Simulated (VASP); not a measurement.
# MgO (P3m1) in VASP: notebook

MgO is run at these levels: PBE; tasks: single point.

All numbers are computed with VASP 6.6.1; they aren't measurements. Logs are shortened: lines on timing, memory, paths and dates and some standing lists are left out, and cuts for length are marked.

## (1) The cell of the first run

Symmetry: P3m1, No. 156, trigonal system. The conventional cell has a = 3.280 Å, b = 3.280 Å, c = 10.515 Å, α = 90.00°, β = 90.00°, γ = 120.00°. Mg (site symmetry 3m) has 4 O at 1.99 to 2.00 Å within 2.6 Å. Within 2.6 Å of Mg (site symmetry 3m) lie 4 O at 1.99 to 2.01 Å. Within 2.4 Å of Mg (site symmetry 3m) lie 4 O at 1.79 to 1.99 Å. Mg (site symmetry 3m) has 4 O at 1.99 to 2.08 Å within 2.6 Å. O (site symmetry 3m) has 4 Mg at 1.99 Å within 2.6 Å. O (site symmetry 3m) has 4 Mg at 1.79 to 2.08 Å within 2.4 Å. O (site symmetry 3m) has 4 Mg at 2.00 to 2.01 Å within 2.6 Å. O (site symmetry 3m) has 4 Mg at 1.99 Å within 2.6 Å.

## (2) Single point, PBE (atom 6 (O) moved by +0.000 Å along [1 0 0] and +0.220 Å along [0 0 1])

INCAR

```
PREC = Accurate ; ENCUT = 520
EDIFF = 1E-7 ; ISMEAR = 0
SIGMA = 0.05 ; LREAL = False
LASPH = True ; NELM = 60
ALGO = Normal ; ISIF = 2
LWAVE = False ; LCHARG = True
GGA = PE ; LELF = True
LVHAR = True ; NBANDS = 26
```

KPOINTS

```
Automatic mesh
0
Gamma
  9 9 2
```

POSCAR

```
MgO
1.0
    3.2803754002      0.0000000000      0.0000000000
   -1.6401877001      2.8408884305      0.0000000000
    0.0000000000      0.0000000000     10.5147056238
Mg O
4 4
Direct
    0.3333333333      0.6666666667      0.9694791811
    0.0000000000      0.0000000000      0.2208070585
    0.0000000000      0.0000000000      0.7208070585
    0.6666666667      0.3333333333      0.4694791811
    0.3333333333      0.6666666667      0.7800540723
    0.0000000000      0.0000000000      0.5505809455
    0.0000000000      0.0000000000      0.0296578681
    0.6666666667      0.3333333333      0.2800540723
```

Potentials or basis: VASP PAW PBE potentials, release 64 (Mg, O).

Run with:

```sh
$ cat potpaw_PBE.64/Mg/POTCAR potpaw_PBE.64/O/POTCAR > POTCAR
$ mpirun -np 1 vasp_std > vasp.out
```

OUTCAR:

```text
PREC = Accurate
   ENCUT = 520
   EDIFF = 1E-7
   ISMEAR = 0
   LREAL = False
   LASPH = True
   NELM = 60
   ISIF = 2
   GGA = PE

 ion  position               nearest neighbor table
   1  0.333  0.667  0.969-   5 1.99   7 2.00   7 2.00   7 2.00   3 3.23   3 3.23   3 3.23   2 3.25
                             2 3.25   2 3.25
   2  0.000  0.000  0.221-   8 1.99   8 1.99   8 1.99   7 2.01   4 3.23   4 3.23   4 3.23   1 3.25
                             1 3.25   1 3.25
   3  0.000  0.000  0.721-   6 1.79   5 1.99   5 1.99   5 1.99   1 3.23   1 3.23   1 3.23   4 3.25
                             4 3.25   4 3.25
   4  0.667  0.333  0.469-   8 1.99   6 2.08   6 2.08   6 2.08   2 3.23   2 3.23   2 3.23   3 3.25
                             3 3.25   3 3.25
   5  0.333  0.667  0.780-   1 1.99   3 1.99   3 1.99   3 1.99
   6  0.000  0.000  0.551-   3 1.79   4 2.08   4 2.08   4 2.08
   7  0.000  0.000  0.030-   1 2.00   1 2.00   1 2.00   2 2.01
   8  0.667  0.333  0.280-   4 1.99   2 1.99   2 1.99   2 1.99

  LATTYP: Found a hexagonal cell.
 ALAT       =     3.2803754002
 C/A-ratio  =     3.2053360793

  Lattice vectors:

 A1 = (   3.2803754002,   0.0000000000,   0.0000000000)
 A2 = (  -1.6401877001,   2.8408884305,   0.0000000000)
 A3 = (   0.0000000000,   0.0000000000,  10.5147056238)

Analysis of symmetry for initial positions (statically):
=====================================================================
 Subroutine PRICEL returns:
 Original cell was already a primitive cell.

 Routine SETGRP: Setting up the symmetry group for a
 hexagonal supercell.

 Subroutine GETGRP returns: Found  6 space group operations
 (whereof  6 operations were pure point group operations)
 out of a pool of 24 trial point group operations.

The static configuration has the point symmetry C_3v.

Analysis of symmetry for dynamics (positions and initial velocities):
=====================================================================
 Subroutine PRICEL returns:
 Original cell was already a primitive cell.

 Routine SETGRP: Setting up the symmetry group for a
 hexagonal supercell.

 Subroutine GETGRP returns: Found  6 space group operations
 (whereof  6 operations were pure point group operations)
 out of a pool of 24 trial point group operations.

The dynamic configuration has the point symmetry C_3v.

 Subroutine INISYM returns: Found  6 space group operations
 (whereof  6 operations are pure point group operations),
 and found     1 'primitive' translations

----------------------------------------------------------------------------------------

                                     Primitive cell

  volume of cell :      97.9884

  direct lattice vectors                    reciprocal lattice vectors
     3.280375400  0.000000000  0.000000000     0.304843159  0.176001280  0.000000000
    -1.640187700  2.840888431  0.000000000     0.000000000  0.352002560  0.000000000
     0.000000000  0.000000000 10.514705624     0.000000000  0.000000000  0.095104897

  length of vectors
     3.280375400  3.280375400 10.514705624     0.352002560  0.352002560  0.095104897

  position of ions in fractional coordinates (direct lattice)
     0.333333333  0.666666667  0.969479181
     0.000000000  0.000000000  0.220807059
     0.000000000  0.000000000  0.720807059
     0.666666667  0.333333333  0.469479181
     0.333333333  0.666666667  0.780054072
     0.000000000  0.000000000  0.550580946
     0.000000000  0.000000000  0.029657868
     0.666666667  0.333333333  0.280054072

  ion indices of the primitive-cell ions
   primitive index   ion index
                 1           1
                 2           2
                 3           3
                 4           4
                 5           5
                 6           6
                 7           7
                 8           8

----------------------------------------------------------------------------------------

 KPOINTS: Automatic mesh

Automatic generation of k-mesh.
 Grid dimensions read from file:
 generate k-points for:    9    9    2

 Generating k-lattice:

  Cartesian coordinates                     Fractional coordinates (reciprocal lattice)
     0.033871462  0.019555698  0.000000000     0.111111111  0.000000000  0.000000000
     0.000000000  0.039111396  0.000000000     0.000000000  0.111111111  0.000000000
     0.000000000  0.000000000  0.047552449     0.000000000  0.000000000  0.500000000

  Length of vectors
     0.039111396  0.039111396  0.047552449

  Shift w.r.t. Gamma in fractional coordinates (k-lattice)
     0.000000000  0.000000000  0.000000000

 Subroutine IBZKPT returns following result:
 ===========================================

 Found     24 irreducible k-points:

 Following reciprocal coordinates:
            Coordinates               Weight
  0.000000  0.000000  0.000000      1.000000
  0.111111  0.000000  0.000000      6.000000
  0.222222  0.000000  0.000000      6.000000
  0.333333  0.000000  0.000000      6.000000
  0.444444  0.000000  0.000000      6.000000
  0.111111  0.111111  0.000000      6.000000
[... 16 lines left out ...]
  0.333333  0.222222  0.500000     12.000000
  0.333333  0.333333  0.500000      2.000000
   k-points           NKPTS =     24   k-points in BZ     NKDIM =     24   number of bands    NBANDS=     26
   number of dos      NEDOS =    301   number of ions     NIONS =      8
   total plane-waves  NPLWV =  46080
   dimension x,y,z NGX =    24 NGY =   24 NGZ =   80
   dimension x,y,z NGXF=    48 NGYF=   48 NGZF=  160
   ions per type =               4   4
   NGX,Y,Z   is equivalent  to a cutoff of  12.16, 12.16, 12.65 a.u.
   NGXF,Y,Z  is equivalent  to a cutoff of  24.33, 24.33, 25.30 a.u.
 SYSTEM =  unknown system
   PREC   = accura    normal or accurate (medium, high low for compatibility)
   ISTART =      0    job   : 0-new  1-cont  2-samecut
   ICHARG =      2    charge: 1-file 2-atom 10-const
   ISPIN  =      1    spin polarized calculation?
   LNONCOLLINEAR =      F non collinear calculations
   LSORBIT =      F    spin-orbit coupling
   LASPH  =      T    aspherical Exc in radial PAW
   ENCUT  =  520.0 eV  38.22 Ry    6.18 a.u.   6.10  6.10 19.55*2*pi/ulx,y,z
   NELM   =     60;   NELMIN=  2; NELMDL= -5     # of ELM steps
   EDIFF  = 0.1E-06   stopping-criterion for ELM
   LREAL  =      F    real-space projection
   EDIFFG = 0.1E-05   stopping-criterion for IOM
   NSW    =      0    number of steps for IOM
   IBRION =     -1    ionic relax: 0-MD 1-quasi-New 2-CG
   NFREE  =      0    steps in history (QN), initial steepest desc. (CG)
   ISIF   =      2    stress and relaxation
   ISYM   =      2    0-nonsym 1-usesym 2-fastsym
   POTIM  = 0.5000    time-step for ionic-motion
   TEBEG  =    0.0;   TEEND  =   0.0 temperature during run
   PSTRESS=    0.0 pullay stress
   NELECT =      32.0000    total number of electrons
   NUPDOWN=      -1.0000    fix difference up-down
   EMIN   =  10.00;   EMAX   =-10.00  energy-range for DOS
   EFERMI =   0.00;   METHOD = LEGACY
   ISMEAR =     0;   SIGMA  =   0.05  broadening in eV -4-tet -1-fermi 0-gaus
   EFERMI_NEDOS =   21; number of points for ismear=-14 and -15
   IALGO  =     38    algorithm
   IMIX   =      4    mixing-type and parameters
     AMIX     =   0.40;   BMIX     =  1.00
     AMIX_MAG =   1.60;   BMIX_MAG =  1.00
  volume/ion in A,a.u.               =      12.25        82.66
  Fermi-wavevector in a.u.,A,eV,Ry     =   1.127370  2.130421 17.292509  1.270964
  Thomas-Fermi vector in A             =   2.264056
   LORBIT       =      0    0 simple, 1 ext, 2 COOP (PROOUT), +10 PAW based schemes
   GGA     = PE    functional components
   LHFCALC =     F    Hartree Fock is set to
   AEXX    =    0.0000 exact exchange contribution
   IVDW    =     0    specifies the selected vdW correction
   LEPSILON=     F    determine dielectric tensor
   LRPA    =     F    only Hartree local field effects (RPA)
 non-spin polarized calculation
 Gauss-broadening in eV      SIGMA  =   0.05
  energy-cutoff  :      520.00
  volume of cell :       97.99
 maximum number of plane-waves:      2688
   NGX = 13   NGY = 13   NGZ = 39

 number of electron      32.0000024 magnetization

 Free energy of the ion-electron system (eV)
  ---------------------------------------------------
  ext. energy  EPLUGINS =         0.00000000
  ---------------------------------------------------
  free energy    TOTEN  =       -46.50048044 eV

  energy without entropy =      -46.50048044  energy(sigma->0) =      -46.50048044

 E-fermi :   1.4544     XC(G=0):  -9.5892

 val. band max:        1.1716016930   @ k =   0.0000   0.0000   0.0000
 cond. band min:       3.9690175252   @ k =   0.0000   0.0000   0.0000
 fundamental gap:      2.7974158321
 Fermi energy:         1.4544325065

 k-point     1 :       0.0000    0.0000    0.0000
  band No.  band energies     occupation
      1     -15.5785      2.00000
      2     -14.8906      2.00000
      3     -14.8515      2.00000
      4     -14.0937      2.00000
      5      -2.4933      2.00000
      6      -1.2274      2.00000
[... 18 lines left out ...]
     25      14.7552      0.00000
     26      15.7188      0.00000

 k-point     2 :       0.1111    0.0000    0.0000
  band No.  band energies     occupation
      1     -15.5287      2.00000
      2     -14.8438      2.00000
      3     -14.8079      2.00000
      4     -14.0600      2.00000
      5      -2.3789      2.00000
      6      -1.2954      2.00000
[... 18 lines left out ...]
     25      14.8944      0.00000
[... 608 lines left out ...]
     25      12.8335      0.00000
     26      13.3821      0.00000

 k-point    24 :       0.3333    0.3333    0.5000
  band No.  band energies     occupation
      1     -15.0749      2.00000
      2     -14.4197      2.00000
      3     -14.4031      2.00000
      4     -13.7592      2.00000
      5      -1.9293      2.00000
      6      -1.8201      2.00000
[... 18 lines left out ...]
     25      12.5258      0.00000
     26      13.2120      0.00000

------------------------ aborting loop because EDIFF is reached ----------------------------------------

  FORCE on cell =-STRESS in cart. coord.  units (eV):
  Direction    XX          YY          ZZ          XY          YZ          ZX
  --------------------------------------------------------------------------------------
  -------------------------------------------------------------------------------------
  Total       -0.8561437     -0.8561437      3.2204507     -0.0000000      0.0000000     -0.0000000
  in kB      -13.9985291    -13.9985291     52.6565493     -0.0000000      0.0000000     -0.0000000
  external PRESSURE =       8.2198304 kB  Pullay stress =       0.0000000 kB

 VOLUME and BASIS-vectors are now :
 -----------------------------------------------------------------------------
  energy-cutoff  :      520.00
  volume of cell :       97.99
      direct lattice vectors                 reciprocal lattice vectors
     3.280375400  0.000000000  0.000000000     0.304843159  0.176001280  0.000000000
    -1.640187700  2.840888431  0.000000000     0.000000000  0.352002560  0.000000000
     0.000000000  0.000000000 10.514705624     0.000000000  0.000000000  0.095104897

 POSITION                                       TOTAL-FORCE (eV/Angst)
 -----------------------------------------------------------------------------------
     -0.00000      1.89393     10.19379        -0.000000     -0.000000     -0.457870
      0.00000      0.00000      2.32172         0.000000     -0.000000     -0.468450
      0.00000      0.00000      7.57907        -0.000000      0.000000      2.458595
      1.64019      0.94696      4.93644        -0.000000     -0.000000      1.387321
     -0.00000      1.89393      8.20204        -0.000000     -0.000000      0.486590
      0.00000      0.00000      5.78920         0.000000     -0.000000     -4.325958
      0.00000      0.00000      0.31184        -0.000000     -0.000000      0.466147
      1.64019      0.94696      2.94469         0.000000      0.000000      0.453625
 -----------------------------------------------------------------------------------
    total drift:                               -0.000000      0.000000     -0.000421

  FREE ENERGIE OF THE ION-ELECTRON SYSTEM (eV)
  ---------------------------------------------------
  free  energy   TOTEN  =       -46.5004804365 eV

  energy  without entropy=      -46.5004804365  energy(sigma->0) =      -46.50048044
```

Wall time 32 s (1 thread of Intel Xeon 6975P-C (Granite Rapids), shared host); peak memory 0.22 GiB.

What came out:

| Item | Value |
| --- | --- |
| Free energy | -46.5005 eV |
| Pressure | 0.8 GPa |
| Largest force | 4.326 eV/Å |
| Band gap on the k mesh | 2.80 eV, direct |

Forces on the atoms (eV/Å):
```
Mg   0.000  0.000 -0.458
Mg   0.000  0.000 -0.468
Mg   0.000  0.000  2.459
Mg   0.000  0.000  1.387
O    0.000  0.000  0.487
O    0.000  0.000 -4.326
O    0.000  0.000  0.466
O    0.000  0.000  0.454
```

Stress tensor (GPa, compression positive):
```
-1.40  0.00  0.00
 0.00 -1.40  0.00
 0.00  0.00  5.27
```

Caveat: the cell differs from its parent crystal (atom 6 (O) moved by +0.000 Å along [1 0 0] and +0.220 Å along [0 0 1]); forces of over 1 eV/Å act on the atoms, so gaps and moduli don't describe the material at rest.

(Continued in part 2 of 2.)
